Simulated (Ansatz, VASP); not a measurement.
# Two plane-wave programs on Rh

The input POSCAR:

```
Rh
1.0
    2.7095712663      0.0000000000      0.0000000000
   -1.3547856331      2.3465575500      0.0000000000
    0.0000000000      0.0000000000      8.8563371932
Rh
4
Direct
    0.6666666667      0.3333333333      0.7500000000
    0.0000000000      0.0000000000      0.5000000000
    0.3333333333      0.6666666667      0.2500000000
    0.0000000000      0.0000000000      0.0000000000
```

The input INCAR.step1:

```
  ALGO = Normal
  EDIFF = 1E-5
  ENCUT = 580
  GGA = PE
  GGA_COMPAT = F
  ISMEAR = -1
  LASPH = T
  LCHARG = F
  LREAL = F
  LWAVE = T
  NBANDS = 42
  NELM = 120
  PREC = Accurate
  SIGMA = 0.05
```

The input INCAR.step2:

```
  ALGO = Normal
  EDIFF = 1E-6
  ENCUT = 580
  GGA_COMPAT = F
  ISIF = 2
  ISMEAR = -1
  ISTART = 1
  LASPH = T
  LCHARG = F
  LMIXTAU = T
  LREAL = F
  LWAVE = F
  METAGGA = R2SCAN
  NBANDS = 42
  NELM = 120
  PREC = Accurate
  SIGMA = 0.05
```

The input KPOINTS:

```
k-points
0
Gamma
  11 11 3
```

Contents of input.yaml:

```yaml
crystal:
  lattice:
    - [2.7095712663, 0.0, 0.0]
    - [-1.3547856331, 2.34655755, 0.0]
    - [0.0, 0.0, 8.8563371932]
  atoms:
    - { symbol: Rh, position: [0.6666666667, 0.3333333333, 0.75] }
    - { symbol: Rh, position: [0.0, 0.0, 0.5] }
    - { symbol: Rh, position: [0.3333333333, 0.6666666667, 0.25] }
    - { symbol: Rh, position: [0.0, 0.0, 0.0] }
hamiltonian:
  xc: r2scan
  pseudopotentials: { kind: paw }
kpoints:
  mp_grid: { grid: [11, 11, 3] }
scf:
  occupations: { method: fermi_dirac, width: 0.05 }
output:
  forces: true
  stress: true
  eigenvalues: true
```

Alike in both runs: task single point; functional r2SCAN; k mesh 11 × 11 × 3; occupations fermi-dirac, width 0.05 eV; no spin polarisation.

|  | VASP | Ansatz |
| --- | --- | --- |
| version | VASP 6.6.1 | Ansatz 0.2.0 |
| potentials or method | VASP PAW PBE potentials, release 64 (Rh_sv_GW) | Ansatz PAW |
| plane-wave cutoff (eV) | 580 | 500 |
| valence electrons in the cell | 68 | 68 |

|  | VASP | Ansatz | Ansatz less VASP |
| --- | --- | --- | --- |
| gap on the k mesh at the Fermi level (eV) | none | none | - |
| pressure (GPa) | -7.9 | -6.3 | +1.59 |
| traceless stress, the component that is largest in VASP (GPa) | -0.97 | -0.96 | +0.006 |

VASP's potentials were made for PBE, not for r2SCAN. A gap of «none» marks a metal or a gap that the smearing closes.
